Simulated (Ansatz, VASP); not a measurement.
# BeS in VASP and in Ansatz

INCAR

```
PREC = Accurate ; ENCUT = 520
EDIFF = 1E-6 ; ISMEAR = 0
SIGMA = 0.05 ; LREAL = False
LASPH = True ; NELM = 100
ALGO = Normal ; ISIF = 2
LWAVE = False ; LCHARG = False
GGA = PE ; NBANDS = 11
```

KPOINTS

```
Automatic mesh
0
Gamma
  8 8 8
```

The input POSCAR:

```
BeS
1.0
    0.0000000000      2.3886250000      2.4977500000
    2.3886250000      0.0000000000      2.4977500000
    2.3886250000      2.3886250000      0.0000000000
Be S
1 1
Direct
    0.0000000000      0.0000000000      0.0000000000
    0.7500000000      0.7500000000      0.7500000000
```

Input for Ansatz:

```yaml
crystal:
  lattice:
    - [0.0, 2.388625, 2.49775]
    - [2.388625, 0.0, 2.49775]
    - [2.388625, 2.388625, 0.0]
  atoms:
    - { symbol: Be, position: [0.0, 0.0, 0.0] }
    - { symbol: S, position: [0.75, 0.75, 0.75] }
basis:
  ecutwfc: 420
kpoints:
  mp_grid: { grid: [8, 8, 8] }
hamiltonian:
  xc: pbe
scf:
  occupations: { method: gaussian, width: 0.05 }
output:
  forces: true
  stress: true
  eigenvalues: true
```

Change from the starting cell: strain -0.015 along x and y, +0.030 along z, atoms carried along.

Alike in both runs: task single point; functional PBE; k mesh 8 × 8 × 8; occupations gaussian, width 0.05 eV; no spin polarisation.

```csv
,VASP,Ansatz
version,VASP 6.6.1,Ansatz 0.2.0
potentials or method,"VASP PAW PBE potentials, release 64 (Be, S), cutoff 520 eV","scalar-relativistic, plane waves, PAW"
valence electrons in the cell,8,8
```

|  | VASP | Ansatz | Ansatz less VASP |
| --- | --- | --- | --- |
| gap on the k mesh at the Fermi level (eV) | 2.91 | 2.91 | -0.001 |
| least direct gap on the mesh (eV) | 5.58 | 5.56 | -0.019 |
| pressure (GPa) | 1.6 | 1.6 | -0.01 |
| traceless stress, the component that is largest in VASP (GPa) | -3.13 | -3.14 | -0.011 |
